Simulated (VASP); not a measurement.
# Si16As (a cell with a defect) in VASP: relaxation of the atoms with PBE

Aim: the relaxation of the atoms of Si16As (a cell with a defect) with PBE.

Everything below comes from runs of VASP 6.6.1. Logs are shortened: lines on timing, memory, paths and dates and some standing lists are left out, and cuts for length are marked.

## (1) The cell of the first run

The cell holds a defect, 17 atoms: a = 7.679 Å, b = 7.679 Å, c = 7.679 Å, α = 60.00°, β = 60.00°, γ = 60.00°.

## (2) Relaxation of the atoms, PBE, collinear spin

INCAR reads:

```
PREC = Accurate
ENCUT = 520
EDIFF = 1E-6
ISMEAR = -1
SIGMA = 0.02
LREAL = Auto
LASPH = True
NELM = 150
ALGO = Normal
ISIF = 2
LWAVE = False
LCHARG = False
ISPIN = 2
MAGMOM = 0 0 0 0 0 0 0 0 0 0 0 0 0 0 0 0 1
LORBIT = 11
GGA = PE
IBRION = 2
NSW = 80
EDIFFG = -0.03
KPAR = 2
```

KPOINTS reads:

```
Automatic mesh
0
Gamma
  2 2 2
```

POSCAR reads:

```
Si16As
1.0
    0.0000000000      5.4300000000      5.4300000000
    5.4300000000      0.0000000000      5.4300000000
    5.4300000000      5.4300000000      0.0000000000
Si As
16 1
Direct
    0.0000000000      0.0000000000      0.0000000000
    0.1250000000      0.1250000000      0.1250000000
    0.0000000000      0.0000000000      0.5000000000
    0.1250000000      0.1250000000      0.6250000000
    0.0000000000      0.5000000000      0.0000000000
    0.1250000000      0.6250000000      0.1250000000
    0.0000000000      0.5000000000      0.5000000000
    0.1250000000      0.6250000000      0.6250000000
    0.5000000000      0.0000000000      0.0000000000
    0.6250000000      0.1250000000      0.1250000000
    0.5000000000      0.0000000000      0.5000000000
    0.6250000000      0.1250000000      0.6250000000
    0.5000000000      0.5000000000      0.0000000000
    0.6250000000      0.6250000000      0.1250000000
    0.5000000000      0.5000000000      0.5000000000
    0.6250000000      0.6250000000      0.6250000000
    0.3082416600      0.8098147200      0.3099155400
```

Potentials or basis: VASP PAW PBE potentials, release 64 (Si, As).

Started as:

```
cat potpaw_PBE.64/Si/POTCAR potpaw_PBE.64/As/POTCAR > POTCAR
mpirun -np 4 vasp_std > vasp.out
```

OUTCAR:

```text
PREC = Accurate
   ENCUT = 520
   EDIFF = 1E-6
   ISMEAR = -1
   LREAL = Auto
   LASPH = True
   NELM = 150
   ISIF = 2
   ISPIN = 2
   LORBIT = 11
   GGA = PE
   IBRION = 2
   NSW = 80
   EDIFFG = -0.03

 ion  position               nearest neighbor table
   1  0.000  0.000  0.000-   2 2.35   4 2.35   6 2.35  10 2.35
   2  0.125  0.125  0.125-  17 2.24   3 2.35   5 2.35   9 2.35   1 2.35
   3  0.000  0.000  0.500-  17 2.26   4 2.35   8 2.35  12 2.35   2 2.35
   4  0.125  0.125  0.625-   1 2.35   3 2.35   7 2.35  11 2.35
   5  0.000  0.500  0.000-   2 2.35   6 2.35   8 2.35  14 2.35
   6  0.125  0.625  0.125-   1 2.35   5 2.35   7 2.35  13 2.35
   7  0.000  0.500  0.500-   4 2.35   6 2.35   8 2.35  16 2.35
   8  0.125  0.625  0.625-  17 2.24   5 2.35   7 2.35  15 2.35   3 2.35
   9  0.500  0.000  0.000-  17 2.27  10 2.35  12 2.35  14 2.35   2 2.35
  10  0.625  0.125  0.125-   1 2.35   9 2.35  11 2.35  13 2.35
  11  0.500  0.000  0.500-   4 2.35  10 2.35  12 2.35  16 2.35
  12  0.625  0.125  0.625-   3 2.35   9 2.35  11 2.35  15 2.35
  13  0.500  0.500  0.000-   6 2.35  10 2.35  14 2.35  16 2.35
  14  0.625  0.625  0.125-  17 2.25   9 2.35  13 2.35  15 2.35   5 2.35
  15  0.500  0.500  0.500-  17 2.27  12 2.35  14 2.35  16 2.35   8 2.35
  16  0.625  0.625  0.625-   7 2.35  11 2.35  13 2.35  15 2.35
  17  0.308  0.810  0.310-   8 2.24   2 2.24  14 2.25   3 2.26  15 2.27   9 2.27

  LATTYP: Found a face centered cubic cell.
 ALAT       =    10.8600000000

  Lattice vectors:

 A1 = (   0.0000000000,   5.4300000000,   5.4300000000)
 A2 = (   5.4300000000,   0.0000000000,   5.4300000000)
 A3 = (   5.4300000000,   5.4300000000,   0.0000000000)

Analysis of symmetry for initial positions (statically):
=====================================================================
 Subroutine PRICEL returns:
 Original cell was already a primitive cell.

 Routine SETGRP: Setting up the symmetry group for a
 face centered cubic supercell.

 Subroutine GETGRP returns: Found  1 space group operations
 (whereof  1 operations were pure point group operations)
 out of a pool of 48 trial point group operations.

The static configuration has the point symmetry C_1 .

Analysis of symmetry for dynamics (positions and initial velocities):
=====================================================================
 Subroutine PRICEL returns:
 Original cell was already a primitive cell.

 Routine SETGRP: Setting up the symmetry group for a
 face centered cubic supercell.

 Subroutine GETGRP returns: Found  1 space group operations
 (whereof  1 operations were pure point group operations)
 out of a pool of 48 trial point group operations.

The dynamic configuration has the point symmetry C_1 .

Analysis of structural, dynamic, and magnetic symmetry:
=====================================================================
 Subroutine PRICEL returns:
 Original cell was already a primitive cell.

 Routine SETGRP: Setting up the symmetry group for a
 face centered cubic supercell.

 Subroutine GETGRP returns: Found  1 space group operations
 (whereof  1 operations were pure point group operations)
 out of a pool of 48 trial point group operations.

The overall configuration has the point symmetry C_1 .

 Subroutine INISYM returns: Found  1 space group operations
 (whereof  1 operations are pure point group operations),
 and found     1 'primitive' translations

----------------------------------------------------------------------------------------

                                     Primitive cell

  volume of cell :     320.2060

  direct lattice vectors                    reciprocal lattice vectors
     0.000000000  5.430000000  5.430000000    -0.092081031  0.092081031  0.092081031
     5.430000000  0.000000000  5.430000000     0.092081031 -0.092081031  0.092081031
     5.430000000  5.430000000  0.000000000     0.092081031  0.092081031 -0.092081031

  length of vectors
     7.679179644  7.679179644  7.679179644     0.159489025  0.159489025  0.159489025

  position of ions in fractional coordinates (direct lattice)
     0.000000000  0.000000000  0.000000000
     0.125000000  0.125000000  0.125000000
[... 72 lines left out ...]
   k-points           NKPTS =      8   k-points in BZ     NKDIM =      8   number of bands    NBANDS=     44
   number of dos      NEDOS =    301   number of ions     NIONS =     17
   total plane-waves  NPLWV = 216000
   dimension x,y,z NGX =    60 NGY =   60 NGZ =   60
   dimension x,y,z NGXF=   120 NGYF=  120 NGZF=  120
   ions per type =              16   1
   NGX,Y,Z   is equivalent  to a cutoff of  12.99, 12.99, 12.99 a.u.
   NGXF,Y,Z  is equivalent  to a cutoff of  25.98, 25.98, 25.98 a.u.
 SYSTEM =  unknown system
   PREC   = accura    normal or accurate (medium, high low for compatibility)
   ISTART =      0    job   : 0-new  1-cont  2-samecut
   ICHARG =      2    charge: 1-file 2-atom 10-const
   ISPIN  =      2    spin polarized calculation?
   LNONCOLLINEAR =      F non collinear calculations
   LSORBIT =      F    spin-orbit coupling
   LASPH  =      T    aspherical Exc in radial PAW
   ENCUT  =  520.0 eV  38.22 Ry    6.18 a.u.  14.28 14.28 14.28*2*pi/ulx,y,z
   NELM   =    150;   NELMIN=  2; NELMDL= -5     # of ELM steps
   EDIFF  = 0.1E-05   stopping-criterion for ELM
   LREAL  =      T    real-space projection
   EDIFFG = -.3E-01   stopping-criterion for IOM
   NSW    =     80    number of steps for IOM
   IBRION =      2    ionic relax: 0-MD 1-quasi-New 2-CG
   NFREE  =      1    steps in history (QN), initial steepest desc. (CG)
   ISIF   =      2    stress and relaxation
   ISYM   =      2    0-nonsym 1-usesym 2-fastsym
   POTIM  = 0.5000    time-step for ionic-motion
   TEBEG  =    0.0;   TEEND  =   0.0 temperature during run
   PSTRESS=    0.0 pullay stress
   NELECT =      69.0000    total number of electrons
   NUPDOWN=      -1.0000    fix difference up-down
   EMIN   =  10.00;   EMAX   =-10.00  energy-range for DOS
   EFERMI =   0.00;   METHOD = LEGACY
   ISMEAR =    -1;   SIGMA  =   0.02  broadening in eV -4-tet -1-fermi 0-gaus
   EFERMI_NEDOS =   21; number of points for ismear=-14 and -15
   IALGO  =     38    algorithm
   IMIX   =      4    mixing-type and parameters
     AMIX     =   0.40;   BMIX     =  1.00
     AMIX_MAG =   1.60;   BMIX_MAG =  1.00
  volume/ion in A,a.u.               =      18.84       127.11
  Fermi-wavevector in a.u.,A,eV,Ry     =   0.981480  1.854728 13.106528  0.963303
  Thomas-Fermi vector in A             =   2.112490
   LORBIT       =     11    0 simple, 1 ext, 2 COOP (PROOUT), +10 PAW based schemes
   GGA     = PE    functional components
   LHFCALC =     F    Hartree Fock is set to
   AEXX    =    0.0000 exact exchange contribution
   IVDW    =     0    specifies the selected vdW correction
   LEPSILON=     F    determine dielectric tensor
   LRPA    =     F    only Hartree local field effects (RPA)
 conjugate gradient relaxation of ions
 spin polarized calculation
  energy-cutoff  :      520.00
  volume of cell :      320.21
 maximum number of plane-waves:      8646
 NGX is ok and might be reduce to    60
   NGX = 29   NGY = 29   NGZ = 29

--------------------------------------- Ionic step        1  -------------------------------------------

 number of electron      69.0000003 magnetization       0.0139906

 Free energy of the ion-electron system (eV)
  ---------------------------------------------------
  ext. energy  EPLUGINS =         0.00000000
  ---------------------------------------------------
  free energy    TOTEN  =       -84.98254261 eV

  energy without entropy =      -84.97296108  energy(sigma->0) =      -84.97775185

------------------------ aborting loop because EDIFF is reached ----------------------------------------

  FORCE on cell =-STRESS in cart. coord.  units (eV):
  Direction    XX          YY          ZZ          XY          YZ          ZX
  --------------------------------------------------------------------------------------
  -------------------------------------------------------------------------------------
  Total       20.8942814     20.9086900     20.9102808     -6.9912943     -7.0124523     -6.9933393
  in kB      104.5462685    104.6183633    104.6263232    -34.9815202    -35.0873864    -34.9917529
  external PRESSURE =     104.5969850 kB  Pullay stress =       0.0000000 kB
[... 134 lines left out ...]
  FREE ENERGIE OF THE ION-ELECTRON SYSTEM (eV)
  ---------------------------------------------------
  free  energy   TOTEN  =       -86.1942115963 eV

  energy  without entropy=      -86.1851361564  energy(sigma->0) =      -86.18967388

[... ionic steps 4 to 19 ...]

--------------------------------------- Ionic step       20  -------------------------------------------

 number of electron      69.0000000 magnetization       0.0002278

------------------------ aborting loop because EDIFF is reached ----------------------------------------
[... 97 lines left out ...]
--------------------------------------- Ionic step       22  -------------------------------------------

 number of electron      69.0000000 magnetization       0.0035926

 Free energy of the ion-electron system (eV)
  ---------------------------------------------------
  ext. energy  EPLUGINS =         0.00000000
  ---------------------------------------------------
  free energy    TOTEN  =       -86.68129567 eV

  energy without entropy =      -86.66306734  energy(sigma->0) =      -86.67218150

 E-fermi :   6.7509     XC(G=0):  -9.7515

 val. band max:        6.6593793964   @ k =   0.0000   0.0000   0.0000
 cond. band min:       6.7516438039   @ k =   0.5000   0.0000   0.0000
 fundamental gap:      0.0922644074
 Fermi energy:         6.7508984243

 spin component 1

 k-point     1 :       0.0000    0.0000    0.0000
  band No.  band energies     occupation
      1      -7.1685      1.00000
      2      -4.6413      1.00000
      3      -3.6775      1.00000
      4      -3.6770      1.00000
      5      -3.5116      1.00000
      6      -3.0404      1.00000
[... 365 lines left out ...]
     43       9.6843      0.00000
     44      10.0498      0.00000
 Fermi energy:         6.7508984243

 spin component 2

 k-point     1 :       0.0000    0.0000    0.0000
  band No.  band energies     occupation
      1      -7.1681      1.00000
      2      -4.6411      1.00000
      3      -3.6773      1.00000
      4      -3.6768      1.00000
      5      -3.5114      1.00000
      6      -3.0400      1.00000
[... 409 lines left out ...]
  FREE ENERGIE OF THE ION-ELECTRON SYSTEM (eV)
  ---------------------------------------------------
  free  energy   TOTEN  =       -86.6812956722 eV

  energy  without entropy=      -86.6630673364  energy(sigma->0) =      -86.67218150

 reached required accuracy - stopping structural energy minimisation

 total charge

# of ion       s       p       d       tot
------------------------------------------
    1        0.745   0.950   0.000   1.694
    2        0.773   0.885   0.000   1.658
    3        0.771   0.889   0.000   1.660
    4        0.744   0.953   0.000   1.696
    5        0.763   0.949   0.000   1.712
    6        0.750   0.925   0.000   1.675
[... 9 lines left out ...]
   16        0.744   0.952   0.000   1.696
   17        1.299   1.468   0.110   2.877
--------------------------------------------------
tot         13.418  16.259   0.110  29.787

 magnetization (x)

# of ion       s       p       d       tot
------------------------------------------
    1        0.000   0.000   0.000   0.000
    2        0.000   0.000   0.000   0.000
    3        0.000   0.000   0.000   0.000
    4        0.000   0.000   0.000   0.000
    5        0.000   0.000   0.000   0.000
    6       -0.000   0.000   0.000   0.000
[... 9 lines left out ...]
   16        0.000   0.000   0.000   0.000
   17        0.000   0.001  -0.000   0.001
--------------------------------------------------
tot          0.001   0.001  -0.000   0.002
```

Wall time 21 min (4 MPI ranks of Intel Xeon Platinum 8488C (Sapphire Rapids), shared host); peak memory 0.47 GiB.

Results:

| Property | Result |
| --- | --- |
| Free energy | -86.6813 eV |
| Energy gained by relaxing | 99.9 meV/atom |
| Ionic steps | 22 |
| Pressure after relaxing | 5.4 GPa |
| Largest force after relaxing | 0.030 eV/Å |
| Net moment | 0.00 μB per cell |
| Valence electrons inside the program's atomic spheres | Si 1.69, 1.66, 1.70, 1.71, 1.68 (each value once); As 2.88 |

Forces in eV/Å, atoms in the order of the input:
```
Si  -0.004  0.003 -0.004
Si  -0.009  0.011 -0.011
Si   0.005  0.002  0.002
Si   0.013  0.007  0.007
Si   0.000 -0.001 -0.001
Si  -0.004 -0.002 -0.001
Si  -0.004 -0.004  0.003
Si  -0.009 -0.011  0.011
Si   0.002 -0.002  0.012
Si   0.007  0.007  0.011
Si  -0.018 -0.017 -0.017
Si  -0.007 -0.010 -0.010
Si   0.005 -0.007 -0.007
Si   0.006 -0.008 -0.008
Si   0.002  0.011 -0.002
Si   0.008  0.011  0.007
As   0.009  0.009  0.009
```

Stress tensor (GPa, compression positive):
```
 5.43 -1.09 -1.09
-1.09  5.43 -1.09
-1.09 -1.09  5.43
```

The path:
```
step  energy change (eV)  largest force (eV/Å)  pressure (GPa)
   1              0.0000                3.1779           10.46
   2             -1.2072                1.0819            8.21
   3             -1.2117                1.0222            8.26
   4             -1.3222                0.5794            8.02
   5             -1.3499                0.6595            7.82
   6             -1.4016                0.2545            7.63
   7             -1.4259                0.5866            7.40
   8             -1.4626                0.4900            7.28
   9             -1.5482                0.3657            6.91
  10             -1.6028                0.7551            6.08
  11             -1.6366                0.6037            5.88
  12             -1.6832                0.2994            5.37
  13             -1.6871                0.2379            5.17
  14             -1.6913                0.1619            5.22
  15             -1.6945                0.1060            5.32
  16             -1.6946                0.1170            5.34
  17             -1.6960                0.0961            5.36
  18             -1.6975                0.0544            5.40
  19             -1.6976                0.0764            5.41
  20             -1.6983                0.0420            5.42
  21             -1.6985                0.0477            5.43
  22             -1.6988                0.0298            5.43
```

Final structure:
```xyz
17
Lattice="0.0000 5.4300 5.4300 5.4300 0.0000 5.4300 5.4300 5.4300 0.0000" Properties=species:S:1:pos:R:3 pbc="T T T"
Si    5.5123   10.8239    5.5119
Si    1.4892    1.1979    1.4925
Si    2.8445    8.0142    5.2992
Si    4.0872    3.9858    1.2708
Si    2.9772    0.2610    2.9760
Si    4.3398    1.6242    4.3391
Si    5.5123    8.2270    8.1088
Si    6.9193    4.2076    3.9128
Si    5.2978    8.0165    2.8412
Si    1.2708    3.9855    4.0865
Si    7.9021    5.1867    7.9016
Si    3.8292    6.5430    3.8279
Si    8.1097    8.2273    5.5123
Si    3.9159    4.2054    6.9205
Si    5.2977    5.5562    5.3015
Si    6.7008    6.8015    6.7004
As    6.0945    3.3731    6.0879
```

Caveat: the k points lie up to 0.50 Å⁻¹ apart.
